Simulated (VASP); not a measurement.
# TiSi2 (Fddd) in VASP: notebook, part 2 of 3

VASP 6.6.1. The steps go on from the part before.

## 4. Single point, PBEsol (14.21 Å³/atom)

This run uses another cell than the first one, of 14.21 Å³/atom.

Contents of INCAR:

```
SYSTEM = TiSi2
  PREC = Accurate
  ENCUT = 520
  EDIFF = 1E-7
  ISMEAR = 0
  SIGMA = 0.1
  LREAL = .FALSE.
  LASPH = .TRUE.
  NELM = 60
  ALGO = Normal
  ISIF = 2
  LWAVE = .FALSE.
  LCHARG = .TRUE.
  GGA = PS
  LELF = .TRUE.
  LVHAR = .TRUE.
  NBANDS = 29
```

Contents of KPOINTS:

```
Automatic mesh
0
G
  10 10 10
  0 0 0
```

Contents of POSCAR:

```
TiSi2
1.0
    0.0000000000      4.1392330865      4.2800947658
    2.4056166044      0.0000000000      4.2800947658
    2.4056166044      4.1392330865      0.0000000000
Ti Si
2 4
Direct
    0.7500000000      0.7500000000      0.7500000000
    0.5000000000      0.5000000000      0.5000000000
    0.0862941330      0.4137058670      0.0862941330
    0.4137058670      0.0862941330      0.4137058670
    0.1637058670      0.8362941330      0.1637058670
    0.8362941330      0.1637058670      0.8362941330
```

Potentials or basis: VASP PAW PBE potentials, release 64 (Ti_sv, Si).

The run is started by

```bash
$ cat potpaw_PBE.64/Ti_sv/POTCAR potpaw_PBE.64/Si/POTCAR > POTCAR
$ mpirun -np 1 vasp_std > vasp.out
```

OUTCAR:

```text
SYSTEM = TiSi2
   PREC = Accurate
   ENCUT = 520
   EDIFF = 1E-7
   ISMEAR = 0
   LREAL = .FALSE.
   LASPH = .TRUE.
   NELM = 60
   ISIF = 2
   GGA = PS

 ion  position               nearest neighbor table
   1  0.750  0.750  0.750-   6 2.56   5 2.56   6 2.56   5 2.56   4 2.76   4 2.76   3 2.76   3 2.76
                             3 2.78   4 2.78
   2  0.500  0.500  0.500-   3 2.56   4 2.56   3 2.56   4 2.56   5 2.76   5 2.76   6 2.76   6 2.76
                             5 2.78   6 2.78
   3  0.086  0.414  0.086-   5 2.54   5 2.54   2 2.56   2 2.56   4 2.71   1 2.76   1 2.76   1 2.78
                             4 2.80   4 2.80
   4  0.414  0.086  0.414-   6 2.54   6 2.54   2 2.56   2 2.56   3 2.71   1 2.76   1 2.76   1 2.78
                             3 2.80   3 2.80
   5  0.164  0.836  0.164-   3 2.54   3 2.54   1 2.56   1 2.56   6 2.71   2 2.76   2 2.76   2 2.78
                             6 2.80   6 2.80
   6  0.836  0.164  0.836-   4 2.54   4 2.54   1 2.56   1 2.56   5 2.71   2 2.76   2 2.76   2 2.78
                             5 2.80   5 2.80

  LATTYP: Found a face centered orthorhombic cell.
 ALAT       =     4.8112332088
 B/A-ratio  =     1.7206536898
 C/A-ratio  =     1.7792090219

  Lattice vectors:

 A1 = (   0.0000000000,   4.1392330865,   4.2800947658)
 A2 = (   2.4056166044,   0.0000000000,   4.2800947658)
 A3 = (   2.4056166044,   4.1392330865,   0.0000000000)

Analysis of symmetry for initial positions (statically):
=====================================================================
 Subroutine PRICEL returns:
 Original cell was already a primitive cell.

 Routine SETGRP: Setting up the symmetry group for a
 face centered orthorhombic supercell.

 Subroutine GETGRP returns: Found  8 space group operations
 (whereof  4 operations were pure point group operations)
 out of a pool of  8 trial point group operations.

The static configuration has the point symmetry D_2 .
 The point group associated with its full space group is D_2h.

Analysis of symmetry for dynamics (positions and initial velocities):
=====================================================================
 Subroutine PRICEL returns:
 Original cell was already a primitive cell.

 Routine SETGRP: Setting up the symmetry group for a
 face centered orthorhombic supercell.

 Subroutine GETGRP returns: Found  8 space group operations
 (whereof  4 operations were pure point group operations)
 out of a pool of  8 trial point group operations.

The dynamic configuration has the point symmetry D_2 .
 The point group associated with its full space group is D_2h.

 Subroutine INISYM returns: Found  8 space group operations
 (whereof  4 operations are pure point group operations),
 and found     1 'primitive' translations

----------------------------------------------------------------------------------------

                                     Primitive cell

  volume of cell :      85.2373

  direct lattice vectors                    reciprocal lattice vectors
     0.000000000  4.139233086  4.280094766    -0.207846919  0.120795324  0.116819843
     2.405616604  0.000000000  4.280094766     0.207846919 -0.120795324  0.116819843
     2.405616604  4.139233086  0.000000000     0.207846919  0.120795324 -0.116819843

[... 49 lines left out ...]
  0.100000  0.000000  0.000000      8.000000
  0.200000  0.000000  0.000000      8.000000
  0.300000  0.000000 -0.000000      8.000000
  0.400000  0.000000 -0.000000      8.000000
  0.500000  0.000000  0.000000      4.000000
[... 16 lines left out ...]
  0.300000  0.300000  0.000000      2.000000
  0.400000  0.300000  0.000000      8.000000
 [... further k-points ...]
   k-points           NKPTS =    171   k-points in BZ     NKDIM =    171   number of bands    NBANDS=     29
   number of dos      NEDOS =    301   number of ions     NIONS =      6
   total plane-waves  NPLWV =  69120
   dimension x,y,z NGX =    48 NGY =   40 NGZ =   36
   dimension x,y,z NGXF=    96 NGYF=   80 NGZF=   72
   ions per type =               2   4
   NGX,Y,Z   is equivalent  to a cutoff of  13.40, 13.54, 12.50 a.u.
   NGXF,Y,Z  is equivalent  to a cutoff of  26.80, 27.09, 25.00 a.u.
 SYSTEM =  TiSi2
   PREC   = accura    normal or accurate (medium, high low for compatibility)
   ISTART =      0    job   : 0-new  1-cont  2-samecut
   ICHARG =      2    charge: 1-file 2-atom 10-const
   ISPIN  =      1    spin polarized calculation?
   LNONCOLLINEAR =      F non collinear calculations
   LSORBIT =      F    spin-orbit coupling
   LASPH  =      T    aspherical Exc in radial PAW
   ENCUT  =  520.0 eV  38.22 Ry    6.18 a.u.  11.07  9.13  8.90*2*pi/ulx,y,z
   NELM   =     60;   NELMIN=  2; NELMDL= -5     # of ELM steps
   EDIFF  = 0.1E-06   stopping-criterion for ELM
   LREAL  =      F    real-space projection
   EDIFFG = 0.1E-05   stopping-criterion for IOM
   NSW    =      0    number of steps for IOM
   IBRION =     -1    ionic relax: 0-MD 1-quasi-New 2-CG
   NFREE  =      0    steps in history (QN), initial steepest desc. (CG)
   ISIF   =      2    stress and relaxation
   ISYM   =      2    0-nonsym 1-usesym 2-fastsym
   POTIM  = 0.5000    time-step for ionic-motion
   TEBEG  =    0.0;   TEEND  =   0.0 temperature during run
   PSTRESS=    0.0 pullay stress
   NELECT =      40.0000    total number of electrons
   NUPDOWN=      -1.0000    fix difference up-down
   EMIN   =  10.00;   EMAX   =-10.00  energy-range for DOS
   EFERMI =   0.00;   METHOD = LEGACY
   ISMEAR =     0;   SIGMA  =   0.10  broadening in eV -4-tet -1-fermi 0-gaus
   EFERMI_NEDOS =   21; number of points for ismear=-14 and -15
   IALGO  =     38    algorithm
   IMIX   =      4    mixing-type and parameters
     AMIX     =   0.40;   BMIX     =  1.00
     AMIX_MAG =   1.60;   BMIX_MAG =  1.00
  volume/ion in A,a.u.               =      14.21        95.87
  Fermi-wavevector in a.u.,A,eV,Ry     =   1.272189  2.404088 22.020548  1.618465
  Thomas-Fermi vector in A             =   2.405081
   LORBIT       =      0    0 simple, 1 ext, 2 COOP (PROOUT), +10 PAW based schemes
   GGA     = PS    functional components
   LHFCALC =     F    Hartree Fock is set to
   AEXX    =    0.0000 exact exchange contribution
   IVDW    =     0    specifies the selected vdW correction
   LEPSILON=     F    determine dielectric tensor
   LRPA    =     F    only Hartree local field effects (RPA)
 non-spin polarized calculation
 Gauss-broadening in eV      SIGMA  =   0.10
  energy-cutoff  :      520.00
  volume of cell :       85.24
 maximum number of plane-waves:      2318
 NGX is ok and might be reduce to    48
   NGX = 23   NGY = 19   NGZ = 17

 number of electron      39.9999997 magnetization

 Free energy of the ion-electron system (eV)
  ---------------------------------------------------
  ext. energy  EPLUGINS =         0.00000000
  ---------------------------------------------------
  free energy    TOTEN  =       -43.65495774 eV

  energy without entropy =      -43.64405006  energy(sigma->0) =      -43.64950390

 E-fermi :   9.9056     XC(G=0): -11.7518

 val. band max:        9.9052056391   @ k =  -0.4000   0.3000   0.3000
 cond. band min:       9.9103999553   @ k =  -0.3000   0.2000   0.1000
 fundamental gap:      0.0051943162
 Fermi energy:         9.9056328324

 k-point     1 :       0.0000    0.0000    0.0000
  band No.  band energies     occupation
      1     -46.1554      2.00000
      2     -46.1281      2.00000
      3     -22.6321      2.00000
      4     -22.6247      2.00000
      5     -22.5469      2.00000
      6     -22.5323      2.00000
[... 757 lines left out ...]
     28      13.8826      0.00000
     29      14.0066      0.00000

 [... further k-points ...]

------------------------ aborting loop because EDIFF is reached ----------------------------------------

  FORCE on cell =-STRESS in cart. coord.  units (eV):
  Direction    XX          YY          ZZ          XY          YZ          ZX
  --------------------------------------------------------------------------------------
  -------------------------------------------------------------------------------------
  Total       -2.1766818     -2.1704408     -2.1286963      0.0000000      0.0000000      0.0000000
  in kB      -40.9143691    -40.7970593    -40.0124012      0.0000000      0.0000000      0.0000000
  external PRESSURE =     -40.5746099 kB  Pullay stress =       0.0000000 kB

 VOLUME and BASIS-vectors are now :
 -----------------------------------------------------------------------------
  energy-cutoff  :      520.00
  volume of cell :       85.24
      direct lattice vectors                 reciprocal lattice vectors
     0.000000000  4.139233086  4.280094766    -0.207846919  0.120795324  0.116819843
     2.405616604  0.000000000  4.280094766     0.207846919 -0.120795324  0.116819843
     2.405616604  4.139233086  0.000000000     0.207846919  0.120795324 -0.116819843

 POSITION                                       TOTAL-FORCE (eV/Angst)
 -----------------------------------------------------------------------------------
      3.60842      6.20885      6.42014         0.000000      0.000000      0.000000
      2.40562      4.13923      4.28009        -0.000000     -0.000000     -0.000000
      1.20281      0.71438      2.14005         0.000000     -0.000503      0.000000
      1.20281      3.42485      2.14005         0.000000      0.000503      0.000000
      2.40562      1.35523      4.28009        -0.000000      0.000503     -0.000000
      2.40562      6.92323      4.28009        -0.000000     -0.000503     -0.000000
 -----------------------------------------------------------------------------------
    total drift:                               -0.000000     -0.000000     -0.000000

  FREE ENERGIE OF THE ION-ELECTRON SYSTEM (eV)
  ---------------------------------------------------
  free  energy   TOTEN  =       -43.6549577408 eV

  energy  without entropy=      -43.6440500633  energy(sigma->0) =      -43.64950390
```

Run time: 10 min. Hardware: 1 thread of Intel Xeon Platinum 8259CL at 2.50GHz (Skylake/Cascade Lake), shared host; peak memory 0.49 GiB.

Results:

```
Free energy            : -43.6550 eV
Pressure               : -4.1 GPa
Band gap on the k mesh : zero (bands 20 and 21 overlap by 1.82 eV)
```

Levels at points of the mesh, in eV from the Fermi level:
| k point | band 16 | band 17 | band 18 | band 19 | band 20 | band 21 | band 22 | band 23 | band 24 | band 25 |
| --- | --- | --- | --- | --- | --- | --- | --- | --- | --- | --- |
| (0.00, 0.00, 0.00) | -2.49 | -2.23 | -2.02 | -1.75 | -1.37 | -0.91 | 2.02 | 3.06 | 3.25 | 3.36 |
| (0.50, 0.00, 0.00) | -2.45 | -1.90 | -1.05 | -0.02 | 0.15 | 0.99 | 1.36 | 1.69 | 2.21 | 2.59 |
| (0.50, 0.50, 0.00) | -2.91 | -1.56 | -1.56 | -0.97 | -0.97 | 0.77 | 0.77 | 3.18 | 3.18 | 3.39 |
| (0.50, 0.00, 0.50) | -2.34 | -2.33 | -2.33 | -0.85 | -0.85 | 1.26 | 1.26 | 3.22 | 3.22 | 3.33 |
| (0.00, 0.50, 0.50) | -1.22 | -1.15 | -1.15 | -0.64 | -0.64 | 0.87 | 0.87 | 2.25 | 2.25 | 3.02 |

Caveat: the cell stands under tension; the PAW data sets were made with another functional, which shifts forces and pressure a little.

[end of part 2 of 3]
